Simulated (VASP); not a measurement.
# LiGe16 (a cell with a defect) in VASP: single point with PBEsol

Aim: the single point of LiGe16 (a cell with a defect) with PBEsol.

All numbers are computed with VASP 6.6.1; they aren't measurements. Logs are shortened: lines on timing, memory, paths and dates and some standing lists are left out, and cuts for length are marked.

## Step 1: The cell of the first run

The cell holds a defect, 17 atoms: a = 8.004 Å, b = 8.004 Å, c = 8.004 Å, α = 60.00°, β = 60.00°, γ = 60.00°.

## Step 2: Single point, PBEsol

File INCAR:

```
SYSTEM = LiGe16
PREC = Accurate ; ENCUT = 650
EDIFF = 1E-6 ; ISMEAR = -1
SIGMA = 0.15 ; LREAL = .False.
LASPH = .True. ; NELM = 120
ALGO = Normal ; ISIF = 2
LWAVE = .False. ; LCHARG = .True.
GGA = PS ; LELF = .True.
LVHAR = .True. ; NBANDS = 128
GGA_COMPAT = .False.
```

File KPOINTS:

```
Automatic mesh
0
Gamma
  2 2 2
  0 0 0
```

File POSCAR:

```
LiGe16
1.0
    0.0000000000      5.6600000000      5.6600000000
    5.6600000000      0.0000000000      5.6600000000
    5.6600000000      5.6600000000      0.0000000000
Ge Li
16 1
Direct
   -0.0366784452     -0.0350706714      0.0454593640
    0.1340901060      0.1012279152      0.1110865724
    0.0229240283     -0.0604858657      0.5092844523
    0.0864222615      0.1091431095      0.6566872792
   -0.0181978799      0.4854063604     -0.0028975265
    0.0877738516      0.6052296820      0.1653356890
    0.0080035336      0.4750353357      0.5437809187
    0.2044699647      0.5581625442      0.6336749117
    0.4945053004      0.0453356890     -0.0604063604
    0.5995053004      0.1260777385      0.1176148410
    0.4753975265      0.0142137809      0.5071996466
    0.6581360424      0.1607862191      0.5496731449
    0.4724204947      0.5050000000      0.0202120141
    0.6207155477      0.6607155477      0.0831713781
    0.5513427562      0.5758480565      0.4518551237
    0.6358657244      0.6757067138      0.6707067138
    0.9285600707      0.3253268551      0.3615282686
```

Potentials or basis: VASP PAW PBE potentials, release 64 (Ge_d, Li_sv).

On the command line:

```
$ cat potpaw_PBE.64/Ge_d/POTCAR potpaw_PBE.64/Li_sv/POTCAR > POTCAR
$ mpirun -np 1 vasp_std > vasp.out
```

OUTCAR:

```text
SYSTEM = LiGe16
   PREC = Accurate
   ENCUT = 650
   EDIFF = 1E-6
   ISMEAR = -1
   LREAL = .False.
   LASPH = .True.
   NELM = 120
   ISIF = 2
   GGA = PS

 ion  position               nearest neighbor table
   1  0.963  0.965  0.045-   6 2.35  10 2.41   2 2.47   4 2.54
   2  0.134  0.101  0.111-   9 2.40   1 2.47   5 2.52   3 2.61  17 2.70
   3  0.023  0.940  0.509-  12 2.49   4 2.53   8 2.53  17 2.53   2 2.61
   4  0.086  0.109  0.657-   7 2.42   3 2.53   1 2.54  11 2.55  17 2.62
   5  0.982  0.485  0.997-  14 2.39  17 2.43   8 2.48   2 2.52   6 2.59
   6  0.088  0.605  0.165-   1 2.35   7 2.50  13 2.52  17 2.54   5 2.59
   7  0.008  0.475  0.544-   4 2.42   8 2.47   6 2.50  16 2.51  17 2.72
   8  0.204  0.558  0.634-  15 2.45   7 2.47   5 2.48   3 2.53
   9  0.495  0.045  0.940-   2 2.40  10 2.41  14 2.52  12 2.56
  10  0.600  0.126  0.118-   1 2.41   9 2.41  13 2.49  11 2.55
  11  0.475  0.014  0.507-  16 2.31  12 2.50  10 2.55   4 2.55
  12  0.658  0.161  0.550-   3 2.49  11 2.50  17 2.51   9 2.56  15 2.76
  13  0.472  0.505  0.020-  16 2.39  14 2.43  10 2.49   6 2.52
  14  0.621  0.661  0.083-   5 2.39  13 2.43  15 2.49   9 2.52
  15  0.551  0.576  0.452-   8 2.45  14 2.49  17 2.62  16 2.70  12 2.76
  16  0.636  0.676  0.671-  11 2.31  13 2.39   7 2.51  15 2.70
  17  0.929  0.325  0.362-   5 2.43  12 2.51   3 2.53   6 2.54  15 2.62   4 2.62   2 2.70   7 2.72

  LATTYP: Found a face centered cubic cell.
 ALAT       =    11.3200000000

  Lattice vectors:

 A1 = (   0.0000000000,   5.6600000000,   5.6600000000)
 A2 = (   5.6600000000,   0.0000000000,   5.6600000000)
 A3 = (   5.6600000000,   5.6600000000,   0.0000000000)

Analysis of symmetry for initial positions (statically):
=====================================================================
 Subroutine PRICEL returns:
 Original cell was already a primitive cell.

 Routine SETGRP: Setting up the symmetry group for a
 face centered cubic supercell.

 Subroutine GETGRP returns: Found  1 space group operations
 (whereof  1 operations were pure point group operations)
 out of a pool of 48 trial point group operations.

The static configuration has the point symmetry C_1 .

Analysis of symmetry for dynamics (positions and initial velocities):
=====================================================================
 Subroutine PRICEL returns:
 Original cell was already a primitive cell.

 Routine SETGRP: Setting up the symmetry group for a
 face centered cubic supercell.

 Subroutine GETGRP returns: Found  1 space group operations
 (whereof  1 operations were pure point group operations)
 out of a pool of 48 trial point group operations.

The dynamic configuration has the point symmetry C_1 .

 Subroutine INISYM returns: Found  1 space group operations
 (whereof  1 operations are pure point group operations),
 and found     1 'primitive' translations

----------------------------------------------------------------------------------------

                                     Primitive cell

  volume of cell :     362.6430

  direct lattice vectors                    reciprocal lattice vectors
     0.000000000  5.660000000  5.660000000    -0.088339223  0.088339223  0.088339223
     5.660000000  0.000000000  5.660000000     0.088339223 -0.088339223  0.088339223
     5.660000000  5.660000000  0.000000000     0.088339223  0.088339223 -0.088339223

  length of vectors
     8.004448763  8.004448763  8.004448763     0.153008022  0.153008022  0.153008022

  position of ions in fractional coordinates (direct lattice)
     0.963321555  0.964929329  0.045459364
     0.134090106  0.101227915  0.111086572
     0.022924028  0.939514134  0.509284452
     0.086422261  0.109143110  0.656687279
     0.981802120  0.485406360  0.997102474
     0.087773852  0.605229682  0.165335689
[... 9 lines left out ...]
     0.635865724  0.675706714  0.670706714
     0.928560071  0.325326855  0.361528269

  ion indices of the primitive-cell ions
   primitive index   ion index
                 1           1
                 2           2
                 3           3
                 4           4
                 5           5
                 6           6
[... 9 lines left out ...]
                16          16
                17          17

----------------------------------------------------------------------------------------

 KPOINTS: Automatic mesh

Automatic generation of k-mesh.
 Grid dimensions read from file:
 generate k-points for:    2    2    2

 Generating k-lattice:

  Cartesian coordinates                     Fractional coordinates (reciprocal lattice)
    -0.044169611  0.044169611  0.044169611     0.500000000  0.000000000  0.000000000
     0.044169611 -0.044169611  0.044169611     0.000000000  0.500000000  0.000000000
     0.044169611  0.044169611 -0.044169611     0.000000000  0.000000000  0.500000000

  Length of vectors
     0.076504011  0.076504011  0.076504011

  Shift w.r.t. Gamma in fractional coordinates (k-lattice)
     0.000000000  0.000000000  0.000000000

 Subroutine IBZKPT returns following result:
 ===========================================

 Found      8 irreducible k-points:

 Following reciprocal coordinates:
            Coordinates               Weight
  0.000000  0.000000  0.000000      1.000000
  0.500000  0.000000  0.000000      1.000000
  0.000000  0.500000  0.000000      1.000000
  0.000000  0.000000  0.500000      1.000000
  0.500000  0.500000  0.500000      1.000000
  0.500000  0.500000  0.000000      1.000000
  0.000000  0.500000  0.500000      1.000000
  0.500000  0.000000  0.500000      1.000000
   k-points           NKPTS =      8   k-points in BZ     NKDIM =      8   number of bands    NBANDS=    128
   number of dos      NEDOS =    301   number of ions     NIONS =     17
   total plane-waves  NPLWV = 343000
   dimension x,y,z NGX =    70 NGY =   70 NGZ =   70
   dimension x,y,z NGXF=   140 NGYF=  140 NGZF=  140
   ions per type =              16   1
   NGX,Y,Z   is equivalent  to a cutoff of  14.54, 14.54, 14.54 a.u.
   NGXF,Y,Z  is equivalent  to a cutoff of  29.08, 29.08, 29.08 a.u.
 SYSTEM =  LiGe16
   PREC   = accura    normal or accurate (medium, high low for compatibility)
   ISTART =      0    job   : 0-new  1-cont  2-samecut
   ICHARG =      2    charge: 1-file 2-atom 10-const
   ISPIN  =      1    spin polarized calculation?
   LNONCOLLINEAR =      F non collinear calculations
   LSORBIT =      F    spin-orbit coupling
   LASPH  =      T    aspherical Exc in radial PAW
   ENCUT  =  650.0 eV  47.77 Ry    6.91 a.u.  16.64 16.64 16.64*2*pi/ulx,y,z
   NELM   =    120;   NELMIN=  2; NELMDL= -5     # of ELM steps
   EDIFF  = 0.1E-05   stopping-criterion for ELM
   LREAL  =      F    real-space projection
   EDIFFG = 0.1E-04   stopping-criterion for IOM
   NSW    =      0    number of steps for IOM
   IBRION =     -1    ionic relax: 0-MD 1-quasi-New 2-CG
   NFREE  =      0    steps in history (QN), initial steepest desc. (CG)
   ISIF   =      2    stress and relaxation
   ISYM   =      2    0-nonsym 1-usesym 2-fastsym
   POTIM  = 0.5000    time-step for ionic-motion
   TEBEG  =    0.0;   TEEND  =   0.0 temperature during run
   PSTRESS=    0.0 pullay stress
   NELECT =     227.0000    total number of electrons
   NUPDOWN=      -1.0000    fix difference up-down
   EMIN   =  10.00;   EMAX   =-10.00  energy-range for DOS
   EFERMI =   0.00;   METHOD = LEGACY
   ISMEAR =    -1;   SIGMA  =   0.15  broadening in eV -4-tet -1-fermi 0-gaus
   EFERMI_NEDOS =   21; number of points for ismear=-14 and -15
   IALGO  =     38    algorithm
   IMIX   =      4    mixing-type and parameters
     AMIX     =   0.40;   BMIX     =  1.00
     AMIX_MAG =   1.60;   BMIX_MAG =  1.00
  volume/ion in A,a.u.               =      21.33       143.96
  Fermi-wavevector in a.u.,A,eV,Ry     =   1.400416  2.646402 26.683264  1.961165
  Thomas-Fermi vector in A             =   2.523379
   LORBIT       =      0    0 simple, 1 ext, 2 COOP (PROOUT), +10 PAW based schemes
   GGA     = PS    functional components
   LHFCALC =     F    Hartree Fock is set to
   AEXX    =    0.0000 exact exchange contribution
   IVDW    =     0    specifies the selected vdW correction
   LEPSILON=     F    determine dielectric tensor
   LRPA    =     F    only Hartree local field effects (RPA)
 non-spin polarized calculation
  energy-cutoff  :      650.00
  volume of cell :      362.64
 maximum number of plane-waves:     13635
 NGX is ok and might be reduce to    70
   NGX = 33   NGY = 33   NGZ = 33

 number of electron     227.0000011 magnetization

 Free energy of the ion-electron system (eV)
  ---------------------------------------------------
  ext. energy  EPLUGINS =         0.00000000
  ---------------------------------------------------
  free energy    TOTEN  =       -77.63524974 eV

  energy without entropy =      -77.27712425  energy(sigma->0) =      -77.45618700

 E-fermi :   4.9707     XC(G=0): -10.2774

 val. band max:        4.9059589395   @ k =   0.0000   0.0000   0.0000
 cond. band min:       4.9721380913   @ k =   0.5000   0.0000   0.0000
 fundamental gap:      0.0661791518
 Fermi energy:         4.9707144722

 k-point     1 :       0.0000    0.0000    0.0000
  band No.  band energies     occupation
      1     -40.8845      2.00000
      2     -19.8320      2.00000
      3     -19.8276      2.00000
      4     -19.8100      2.00000
      5     -19.7978      2.00000
      6     -19.7869      2.00000
[... 117 lines left out ...]
    124       6.1173      0.00096
    125       7.2447      0.00000

 k-point     2 :       0.5000    0.0000    0.0000
  band No.  band energies     occupation
      1     -40.8845      2.00000
      2     -19.8329      2.00000
      3     -19.8287      2.00000
      4     -19.8148      2.00000
      5     -19.8019      2.00000
      6     -19.7881      2.00000
[... 885 lines left out ...]
    124       8.6882      0.00000
    125       8.7614      0.00000
 [bands above 125 left out]

------------------------ aborting loop because EDIFF is reached ----------------------------------------

  FORCE on cell =-STRESS in cart. coord.  units (eV):
  Direction    XX          YY          ZZ          XY          YZ          ZX
  --------------------------------------------------------------------------------------
  -------------------------------------------------------------------------------------
  Total        4.1655049      5.8964800      3.9619352     -1.8623654     -0.4008496      0.5850557
  in kB       18.4034372     26.0509836     17.5040548     -8.2280362     -1.7709765      2.5848094
  external PRESSURE =      20.6528252 kB  Pullay stress =       0.0000000 kB

 VOLUME and BASIS-vectors are now :
 -----------------------------------------------------------------------------
  energy-cutoff  :      650.00
  volume of cell :      362.64
      direct lattice vectors                 reciprocal lattice vectors
     0.000000000  5.660000000  5.660000000    -0.088339223  0.088339223  0.088339223
     5.660000000  0.000000000  5.660000000     0.088339223 -0.088339223  0.088339223
     5.660000000  5.660000000  0.000000000     0.088339223  0.088339223 -0.088339223

 POSITION                                       TOTAL-FORCE (eV/Angst)
 -----------------------------------------------------------------------------------
      5.71880      5.70970     10.91390         0.082097     -0.626795      1.136644
      1.20170      1.38770      1.33190         0.498091      0.021818     -0.721978
      8.20020      3.01230      5.44740        -0.245134     -0.247802      0.290276
      4.33460      4.20600      1.10690        -0.543022      1.117114     -0.304129
      8.39100     11.20060      8.30440        -0.441882      0.381156      0.797623
      4.36140      1.43260      3.92240        -0.817216      0.390727      0.059717
[... 9 lines left out ...]
      7.62070      7.39520      7.42350        -1.407993      0.335028     -0.465109
      3.88760      7.30190      7.09700         0.175632      0.247720     -0.095629
 -----------------------------------------------------------------------------------
    total drift:                                0.000543     -0.000949     -0.000653

  FREE ENERGIE OF THE ION-ELECTRON SYSTEM (eV)
  ---------------------------------------------------
  free  energy   TOTEN  =       -77.6352497445 eV

  energy  without entropy=      -77.2771242508  energy(sigma->0) =      -77.45618700
```

Wall time 15 min (1 thread of Intel Xeon Platinum 8488C (Sapphire Rapids), shared host); peak memory 0.86 GiB.

Results:

```yaml
Free_energy: -77.6352 eV
Pressure: 2.1 GPa
Largest_force: 1.641 eV/Å
Band_gap_on_the_k_mesh: zero (an odd number of electrons rules out a gap without spin polarisation)
```

Forces in eV/Å, atoms in the order of the input:
```
Ge   0.082 -0.627  1.137
Ge   0.498  0.022 -0.722
Ge  -0.245 -0.248  0.290
Ge  -0.543  1.117 -0.304
Ge  -0.442  0.381  0.798
Ge  -0.817  0.391  0.060
Ge   0.320 -0.499  0.220
Ge   0.510 -0.352 -0.088
Ge  -1.003 -0.016  0.155
Ge   0.915  0.327 -0.108
Ge   0.580 -1.388  0.655
Ge   0.710 -0.131 -0.608
Ge   0.154  0.062 -0.678
Ge   0.707 -0.293 -0.016
Ge  -0.192  0.672 -0.230
Ge  -1.408  0.335 -0.465
Li   0.176  0.248 -0.096
```

Caveat: the k points lie up to 0.48 Å⁻¹ apart, too coarse for converged energies and pressures of a metal; the PAW data sets were made with another functional, which shifts forces and pressure a little; an odd number of electrons without spin polarisation forces a metal; a magnetic or distorted state may lie lower.

The gap in the log of VASP goes by the Fermi energy; the results here count the filled bands.